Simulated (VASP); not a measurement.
Write the native input for VASP 6.6.1 that does the following.

```
Task                   : single point
Functional             : revPBE
Potentials or basis    : VASP PAW PBE potentials, release 64 (Ta_pv)
Cutoff                 : 520 eV
k mesh                 : 22 × 22 × 22
Occupations            : fermi-dirac, width 0.1 eV
Spin                   : no spin polarisation
Dipole correction      : no
Further INCAR settings : ALGO = Normal; EDIFF = 1e-06; NBANDS = 12
```

The structure of Ta lies in POSCAR:

```
Ta
1.0
   -1.6218998422      1.6218998422      1.6218998422
    1.6218998422     -1.6218998422      1.6218998422
    1.6218998422      1.6218998422     -1.6218998422
Ta
1
Direct
    0.0000000000      0.0000000000      0.0000000000
```

These files were run (other wordings do the same):

INCAR

```
PREC = Accurate ; ENCUT = 520
EDIFF = 1E-6 ; ISMEAR = -1
SIGMA = 0.1 ; LREAL = F
LASPH = T ; NELM = 60
ALGO = Normal ; ISIF = 2
LWAVE = F ; LCHARG = F
GGA = RE ; NBANDS = 12
```

KPOINTS

```
Automatic mesh
0
Gamma
  22 22 22
```

Potentials or basis: VASP PAW PBE potentials, release 64 (Ta_pv).

The run is started by

```sh
$ cat potpaw_PBE.64/Ta_pv/POTCAR > POTCAR
$ mpirun -np 1 vasp_std > vasp.out
```

Results of the run:

```json
{
 "Pressure": "18.4 GPa",
 "Band gap on the k mesh": "zero (an odd number of electrons rules out a gap without spin polarisation)"
}
```

Caveat: the cell stands under pressure; the PAW data sets were made with another functional, which shifts forces and pressure a little; spin-orbit coupling is left out, which moves the levels of the heavy elements.

Run time: 54 s on 1 thread of Intel Xeon 8259CL, with other jobs on the host, peak memory 0.19 GiB.
